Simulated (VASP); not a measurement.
# AlN (Cm) in VASP: further runs

Runs on AlN. Level: PBE. Tasks: single point.

All numbers are computed with VASP 6.6.1; they aren't measurements. Logs are shortened: lines on timing, memory, paths and dates and some standing lists are left out, and cuts for length are marked.

## Step 1: The cell of the first run

The structure is monoclinic, space group Cm (No. 8). The conventional cell has a = 5.307 Å, b = 3.218 Å, c = 5.135 Å, α = 90.00°, β = 93.89°, γ = 90.00°. Within 2.4 Å of Al (site symmetry m) lie 4 N at 1.83 to 1.96 Å. Al (site symmetry m) has 4 N at 1.91 to 1.96 Å within 2.5 Å. Within 2.5 Å of N (site symmetry m) lie 4 Al at 1.91 to 1.96 Å. Within 2.4 Å of N (site symmetry m) lie 4 Al at 1.83 to 1.96 Å.

## Step 2: Single point, PBE

File INCAR:

```
SYSTEM = AlN
PREC = Accurate
ENCUT = 520
EDIFF = 1E-7
ISMEAR = 0
SIGMA = 0.02
LREAL = .FALSE.
LASPH = .TRUE.
NELM = 80
ALGO = Normal
ISIF = 2
LWAVE = .FALSE.
LCHARG = .TRUE.
GGA = PE
LELF = .TRUE.
LVHAR = .TRUE.
NBANDS = 16
ISYM = 0
```

File KPOINTS:

```
Automatic mesh
0
G
  9 5 11
  0 0 0
```

File POSCAR:

```
AlN
1.0
    3.2184289305      0.0000000000      0.0000000000
   -1.6092144652      5.9378516464      0.0000000000
   -1.6092144652     -1.3414550329      2.2896324003
Al N
2 2
Direct
    0.6683953842      0.0017287175      0.3350620508
    0.8350620508      0.5017287175      0.1683953842
    0.0499379492      0.3832712825      0.7166046158
    0.2166046158      0.8832712825      0.5499379492
```

Potentials or basis: VASP PAW PBE potentials, release 64 (Al, N).

The run is started by

```sh
cat potpaw_PBE.64/Al/POTCAR potpaw_PBE.64/N/POTCAR > POTCAR
mpirun -np 1 vasp_std > vasp.out
```

OUTCAR:

```text
SYSTEM = AlN
   PREC = Accurate
   ENCUT = 520
   EDIFF = 1E-7
   ISMEAR = 0
   LREAL = .FALSE.
   LASPH = .TRUE.
   NELM = 80
   ISIF = 2
   GGA = PE
   ISYM = 0

 ion  position               nearest neighbor table
   1  0.668  0.002  0.335-   4 1.83   4 1.95   4 1.95   3 1.96   2 3.02   2 3.11   2 3.11   2 3.21
                             2 3.21   2 3.22
   2  0.835  0.502  0.168-   3 1.91   3 1.92   3 1.92   4 1.96   1 3.02   1 3.11   1 3.11   1 3.21
                             1 3.21   1 3.22
   3  0.050  0.383  0.717-   2 1.91   2 1.92   2 1.92   1 1.96
   4  0.217  0.883  0.550-   1 1.83   1 1.95   1 1.95   2 1.96

IMPORTANT INFORMATION: All symmetrisations will be switched off!
NOSYMM: (Re-)initialisation of all symmetry stuff for point group C_1.

----------------------------------------------------------------------------------------

                                     Primitive cell

  volume of cell :      43.7561

  direct lattice vectors                    reciprocal lattice vectors
     3.218428931  0.000000000  0.000000000     0.310710605  0.084205539  0.267710199
    -1.609214465  5.937851646  0.000000000     0.000000000  0.168411079  0.098669065
    -1.609214465 -1.341455033  2.289632400     0.000000000  0.000000000  0.436751332

  length of vectors
     3.218428931  6.152044650  3.103464085     0.418688910  0.195186772  0.436751332

  position of ions in fractional coordinates (direct lattice)
     0.668395384  0.001728718  0.335062051
     0.835062051  0.501728718  0.168395384
     0.049937949  0.383271282  0.716604616
     0.216604616  0.883271282  0.549937949

  ion indices of the primitive-cell ions
   primitive index   ion index
                 1           1
                 2           2
                 3           3
                 4           4

----------------------------------------------------------------------------------------

 KPOINTS: Automatic mesh

Automatic generation of k-mesh.
 Grid dimensions read from file:
 generate k-points for:    9    5   11

 Generating k-lattice:

  Cartesian coordinates                     Fractional coordinates (reciprocal lattice)
     0.034523401  0.009356171  0.029745578     0.111111111  0.000000000  0.000000000
     0.000000000  0.033682216  0.019733813     0.000000000  0.200000000 -0.000000000
     0.000000000  0.000000000  0.039704667     0.000000000  0.000000000  0.090909091

  Length of vectors
     0.046520990  0.039037354  0.039704667

  Shift w.r.t. Gamma in fractional coordinates (k-lattice)
     0.000000000  0.000000000  0.000000000

 -----------------------------------------------------------------------------
|                                                                             |
|           W    W    AA    RRRRR   N    N  II  N    N   GGGG   !!!           |
|           W    W   A  A   R    R  NN   N  II  NN   N  G    G  !!!           |
|           W    W  A    A  R    R  N N  N  II  N N  N  G       !!!           |
|           W WW W  AAAAAA  RRRRR   N  N N  II  N  N N  G  GGG   !            |
|           WW  WW  A    A  R   R   N   NN  II  N   NN  G    G                |
|           W    W  A    A  R    R  N    N  II  N    N   GGGG   !!!           |
|                                                                             |
|     Your reciprocal lattice and k-lattice belong to different lattice       |
|     classes:                                                                |
|                                                                             |
|        The reciprocal lattice is base-centered monoclinic,                  |
|        whereas your k-lattice is triclinic.                                 |
|                                                                             |
|     Results are often still useful ...                                      |
|                                                                             |
 -----------------------------------------------------------------------------

 WARNING: IBZKPT: internal override: KBLOWUP is changed to .FALSE.
      ... skipping the blow-up phase ...

 Subroutine IBZKPT returns following result:
 ===========================================

 Found    248 irreducible k-points:

 Following reciprocal coordinates:
            Coordinates               Weight
  0.000000  0.000000  0.000000      1.000000
  0.111111 -0.000000  0.000000      2.000000
  0.222222 -0.000000  0.000000      2.000000
  0.333333 -0.000000  0.000000      2.000000
  0.444444 -0.000000  0.000000      2.000000
  0.000000  0.200000  0.000000      2.000000
[... 16 lines left out ...]
 -0.111111  0.400000 -0.000000      2.000000
  0.000000  0.000000  0.090909      2.000000
 [... further k-points ...]
   k-points           NKPTS =    248   k-points in BZ     NKDIM =    248   number of bands    NBANDS=     16
   number of dos      NEDOS =    301   number of ions     NIONS =      4
   total plane-waves  NPLWV =  27648
   dimension x,y,z NGX =    24 NGY =   48 NGZ =   24
   dimension x,y,z NGXF=    48 NGYF=   96 NGZF=   48
   ions per type =               2   2
   NGX,Y,Z   is equivalent  to a cutoff of  12.40, 12.97, 12.86 a.u.
   NGXF,Y,Z  is equivalent  to a cutoff of  24.79, 25.94, 25.71 a.u.
 SYSTEM =  AlN
   PREC   = accura    normal or accurate (medium, high low for compatibility)
   ISTART =      0    job   : 0-new  1-cont  2-samecut
   ICHARG =      2    charge: 1-file 2-atom 10-const
   ISPIN  =      1    spin polarized calculation?
   LNONCOLLINEAR =      F non collinear calculations
   LSORBIT =      F    spin-orbit coupling
   LASPH  =      T    aspherical Exc in radial PAW
   ENCUT  =  520.0 eV  38.22 Ry    6.18 a.u.   5.98 11.44  5.77*2*pi/ulx,y,z
   NELM   =     80;   NELMIN=  2; NELMDL= -5     # of ELM steps
   EDIFF  = 0.1E-06   stopping-criterion for ELM
   LREAL  =      F    real-space projection
   EDIFFG = 0.1E-05   stopping-criterion for IOM
   NSW    =      0    number of steps for IOM
   IBRION =     -1    ionic relax: 0-MD 1-quasi-New 2-CG
   NFREE  =      0    steps in history (QN), initial steepest desc. (CG)
   ISIF   =      2    stress and relaxation
   ISYM   =      0    0-nonsym 1-usesym 2-fastsym
   POTIM  = 0.5000    time-step for ionic-motion
   TEBEG  =    0.0;   TEEND  =   0.0 temperature during run
   PSTRESS=    0.0 pullay stress
   NELECT =      16.0000    total number of electrons
   NUPDOWN=      -1.0000    fix difference up-down
   EMIN   =  10.00;   EMAX   =-10.00  energy-range for DOS
   EFERMI =   0.00;   METHOD = LEGACY
   ISMEAR =     0;   SIGMA  =   0.02  broadening in eV -4-tet -1-fermi 0-gaus
   EFERMI_NEDOS =   21; number of points for ismear=-14 and -15
   IALGO  =     38    algorithm
   IMIX   =      4    mixing-type and parameters
     AMIX     =   0.40;   BMIX     =  1.00
     AMIX_MAG =   1.60;   BMIX_MAG =  1.00
  volume/ion in A,a.u.               =      10.94        73.82
  Fermi-wavevector in a.u.,A,eV,Ry     =   1.170672  2.212249 18.646409  1.370472
  Thomas-Fermi vector in A             =   2.307127
   LORBIT       =      0    0 simple, 1 ext, 2 COOP (PROOUT), +10 PAW based schemes
   GGA     = PE    functional components
   LHFCALC =     F    Hartree Fock is set to
   AEXX    =    0.0000 exact exchange contribution
   IVDW    =     0    specifies the selected vdW correction
   LEPSILON=     F    determine dielectric tensor
   LRPA    =     F    only Hartree local field effects (RPA)
 non-spin polarized calculation
 Gauss-broadening in eV      SIGMA  =   0.02
  energy-cutoff  :      520.00
  volume of cell :       43.76
 maximum number of plane-waves:      1191
   NGX = 11   NGY = 23   NGZ = 11

 number of electron      16.0000001 magnetization

 Free energy of the ion-electron system (eV)
  ---------------------------------------------------
  ext. energy  EPLUGINS =         0.00000000
  ---------------------------------------------------
  free energy    TOTEN  =       -29.62059582 eV

  energy without entropy =      -29.62059582  energy(sigma->0) =      -29.62059582

 E-fermi :   5.8993     XC(G=0): -10.7133

 val. band max:        5.8181331795   @ k =   0.0000   0.0000   0.0000
 cond. band min:       9.4316496560   @ k =   0.0000   0.0000   0.0000
 fundamental gap:      3.6135164765
 Fermi energy:         5.8992846532

 k-point     1 :       0.0000    0.0000    0.0000
  band No.  band energies     occupation
      1      -9.1970      2.00000
      2      -7.2645      2.00000
      3      -0.1159      2.00000
      4       4.8298      2.00000
      5       5.0609      2.00000
      6       5.4357      2.00000
[... 8 lines left out ...]
     15      17.9336      0.00000
     16      18.7778      0.00000

 k-point     2 :       0.1111   -0.0000    0.0000
  band No.  band energies     occupation
      1      -9.0020      2.00000
      2      -7.2704      2.00000
      3       0.2248      2.00000
      4       4.1634      2.00000
      5       4.6951      2.00000
      6       4.9110      2.00000
[... 8 lines left out ...]
     15      17.8612      0.00000
     16      18.8988      0.00000

 k-point     3 :       0.2222   -0.0000    0.0000
  band No.  band energies     occupation
      1      -8.4585      2.00000
      2      -7.2508      2.00000
      3       0.9655      2.00000
      4       2.8101      2.00000
      5       3.3943      2.00000
      6       4.5863      2.00000
[... 8 lines left out ...]
     15      18.3253      0.00000
     16      18.8541      0.00000

 k-point     4 :       0.3333   -0.0000    0.0000
  band No.  band energies     occupation
      1      -7.7196      2.00000
      2      -7.1661      2.00000
      3       0.7729      2.00000
      4       1.5888      2.00000
      5       3.2875      2.00000
      6       4.3948      2.00000
[... 8 lines left out ...]
     15      18.2369      0.00000
     16      19.4086      0.00000

 k-point     5 :       0.4444   -0.0000    0.0000
  band No.  band energies     occupation
      1      -7.1587      2.00000
      2      -7.0364      2.00000
      3       0.2039      2.00000
      4       0.5466      2.00000
      5       4.0522      2.00000
      6       4.3829      2.00000
[... 8 lines left out ...]
     15      18.6393      0.00000
     16      19.2792      0.00000

 k-point     6 :       0.0000    0.2000    0.0000
  band No.  band energies     occupation
      1      -9.0573      2.00000
      2      -7.5198      2.00000
      3       0.3705      2.00000
      4       4.8052      2.00000
      5       4.8764      2.00000
      6       5.1115      2.00000
[... 8 lines left out ...]
     15      17.6193      0.00000
     16      18.6495      0.00000
[... 267 lines left out ...]
 k-point    21 :      -0.3333    0.4000   -0.0000
  band No.  band energies     occupation
      1      -8.0416      2.00000
      2      -6.7560      2.00000
      3       1.1367      2.00000
      4       1.5481      2.00000
      5       2.3258      2.00000
      6       4.1740      2.00000
[... 8 lines left out ...]
     15      17.7836      0.00000
     16      19.7705      0.00000

 k-point    22 :      -0.2222    0.4000   -0.0000
  band No.  band energies     occupation
      1      -8.5529      2.00000
      2      -7.1038      2.00000
      3       0.7826      2.00000
      4       2.7955      2.00000
      5       3.2938      2.00000
      6       4.5664      2.00000
[... 8 lines left out ...]
     15      18.1420      0.00000
     16      18.7547      0.00000

 k-point    23 :      -0.1111    0.4000   -0.0000
  band No.  band energies     occupation
      1      -8.7837      2.00000
      2      -7.6267      2.00000
      3       0.9234      2.00000
      4       3.7815      2.00000
      5       4.4271      2.00000
      6       4.9471      2.00000
[... 8 lines left out ...]
     15      17.5922      0.00000
     16      18.4847      0.00000

 k-point    24 :       0.0000    0.0000    0.0909
  band No.  band energies     occupation
      1      -9.0525      2.00000
      2      -7.2703      2.00000
      3       0.1396      2.00000
      4       4.6081      2.00000
      5       4.6719      2.00000
      6       5.1121      2.00000
[... 8 lines left out ...]
     15      18.0369      0.00000
     16      18.6627      0.00000

 [... further k-points ...]

------------------------ aborting loop because EDIFF is reached ----------------------------------------

  FORCE on cell =-STRESS in cart. coord.  units (eV):
  Direction    XX          YY          ZZ          XY          YZ          ZX
  --------------------------------------------------------------------------------------
  -------------------------------------------------------------------------------------
  Total       -2.9061821     -3.3272455      2.4335412      0.0000140     -0.4859780     -0.0000547
  in kB     -106.4129237   -121.8306062     89.1066779      0.0005137    -17.7945957     -0.0020039
  external PRESSURE =     -46.3789507 kB  Pullay stress =       0.0000000 kB

 VOLUME and BASIS-vectors are now :
 -----------------------------------------------------------------------------
  energy-cutoff  :      520.00
  volume of cell :       43.76
      direct lattice vectors                 reciprocal lattice vectors
     3.218428931  0.000000000  0.000000000     0.310710605  0.084205539  0.267710199
    -1.609214465  5.937851646  0.000000000     0.000000000  0.168411079  0.098669065
    -1.609214465 -1.341455033  2.289632400     0.000000000  0.000000000  0.436751332

 POSITION                                       TOTAL-FORCE (eV/Angst)
 -----------------------------------------------------------------------------------
      1.60921     -0.43921      0.76717         0.000026     -0.159919      0.898724
      1.60921      2.75330      0.38556         0.000022      0.189113     -0.001109
     -1.60921      1.31452      1.64076        -0.000021     -0.221504      0.085008
     -1.60921      4.50702      1.25916        -0.000027      0.192309     -0.982623
 -----------------------------------------------------------------------------------
    total drift:                               -0.000097     -0.000156      0.000128

  FREE ENERGIE OF THE ION-ELECTRON SYSTEM (eV)
  ---------------------------------------------------
  free  energy   TOTEN  =       -29.6205958209 eV

  energy  without entropy=      -29.6205958209  energy(sigma->0) =      -29.62059582
```

Wall time 5.9 min (1 thread of AMD EPYC 7R13, shared host); peak memory 0.24 GiB.

What came out:

```
Free energy            : -29.6206 eV
Pressure               : -4.6 GPa
Largest force          : 1.001 eV/Å
Band gap on the k mesh : 3.61 eV
```

Forces in eV/Å, atoms in the order of the input:
```
Al   0.000 -0.160  0.899
Al   0.000  0.189 -0.001
N    0.000 -0.222  0.085
N    0.000  0.192 -0.983
```

Stress tensor (GPa, compression positive):
```
-10.64   0.00   0.00
  0.00 -12.18  -1.78
  0.00  -1.78   8.91
```

Levels at points of the mesh, in eV from the valence-band top:
```tsv
k point	band 4	band 5	band 6	band 7	band 8	band 9	band 10	band 11	band 12	band 13
(0.00, 0.00, 0.00)	-0.99	-0.76	-0.38	-0.31	0.00	3.61	6.28	9.90	10.45	11.46
```

Caveat: the stress differs along the axes, from -12 to 9 GPa; forces of over 1 eV/Å act on the atoms, so gaps and moduli don't describe the material at rest.

## Step 3: Single point, PBE

This run uses another cell than the first one, of 11.13 Å³/atom.

File INCAR:

```
SYSTEM = AlN
  PREC = Accurate
  ENCUT = 520
  EDIFF = 1E-7
  ISMEAR = 0
  SIGMA = 0.02
  LREAL = .False.
  LASPH = .True.
  NELM = 60
  ALGO = Normal
  ISIF = 2
  LWAVE = .False.
  LCHARG = .False.
  GGA = PE
  ISYM = 0
  NBANDS = 16
```

File KPOINTS:

```
Automatic mesh
0
Gamma
  9 5 11
  0 0 0
```

File POSCAR:

```
AlN
1.0
    3.2184289305     -0.0000000020     -0.0000037285
   -1.6092144689      5.9378482822     -0.0063198665
   -1.6092171169     -1.3438919276      2.3306223059
Al N
2 2
Direct
    0.6723384668      0.0032524140      0.3414240640
    0.8372445407      0.5030774564      0.1714115601
    0.0507968533      0.3820411090      0.7195536277
    0.2096201392      0.8816290206      0.5376107482
```

Potentials or basis: VASP PAW PBE potentials, release 64 (Al, N).

The run is started by

```sh
cat potpaw_PBE.64/Al/POTCAR potpaw_PBE.64/N/POTCAR > POTCAR
mpirun -np 1 vasp_std > vasp.out
```

Run time: 4.5 min. Hardware: 1 thread of AMD EPYC 7R13, shared host; peak memory 0.25 GiB.

The run converged. Its results:

- Free energy: -29.6626 eV
- Pressure: -8.1 GPa
- Band gap on the k mesh: 3.52 eV

Stress tensor (GPa, compression positive):
```
-11.05   0.00   0.00
  0.00 -13.10   0.03
  0.00   0.03  -0.22
```

Levels at points of the mesh, in eV from the valence-band top:
| k point | band 6 | band 7 | band 8 | band 9 | band 10 | band 11 |
| --- | --- | --- | --- | --- | --- | --- |
| (0.00, 0.00, 0.00) | -0.33 | -0.28 | 0.00 | 3.52 | 6.14 | 9.84 |

Caveat: the stress differs along the axes, from -13 to -0 GPa.
